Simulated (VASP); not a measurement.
Input of a VASP 6.6.1 run:

Contents of INCAR:

```
SYSTEM = Nb3In
ALGO = Normal
EDIFF = 1E-7
ENCUT = 520
GGA = CA
ISIF = 2
ISMEAR = 1
LASPH = .True.
LCHARG = .False.
LREAL = .False.
LWAVE = .False.
NBANDS = 62
NELM = 60
PREC = Accurate
SIGMA = 0.1
```

The input KPOINTS:

```
k-points
0
Gamma
  5 5 5
  0 0 0
```

POSCAR

```
Nb3In
1.0
    5.3030000000      0.0000000000      0.0000000000
    0.0000000000      5.3030000000      0.0000000000
    0.0000000000      0.0000000000      5.3030000000
Nb In
6 2
Direct
    0.2500000000      0.0000000000      0.5000000000
    0.5000000000      0.7500000000      0.0000000000
    0.7500000000      0.0000000000      0.5000000000
    0.5000000000      0.2500000000      0.0000000000
    0.0000000000      0.5000000000      0.7500000000
    0.0000000000      0.5000000000      0.2500000000
    0.0000000000      0.0000000000      0.0000000000
    0.5000000000      0.5000000000      0.5000000000
```

Potentials or basis: VASP PAW LDA potentials, release 64 (Nb_sv, In_d).

Launch:

```console
$ cat potpaw_LDA.64/Nb_sv/POTCAR potpaw_LDA.64/In_d/POTCAR > POTCAR
$ mpirun -np 1 vasp_std > vasp.out
```

(1) What does it give for the pressure?

(2) What does it give for the band gap on the k mesh?

Results:

(1) -7.5 GPa.

(2) zero (band 52 reaches 10.93 eV, above the bottom of band 53 at 10.58 eV).

Caveat: spin-orbit coupling is left out, which moves the levels of the heavy elements.
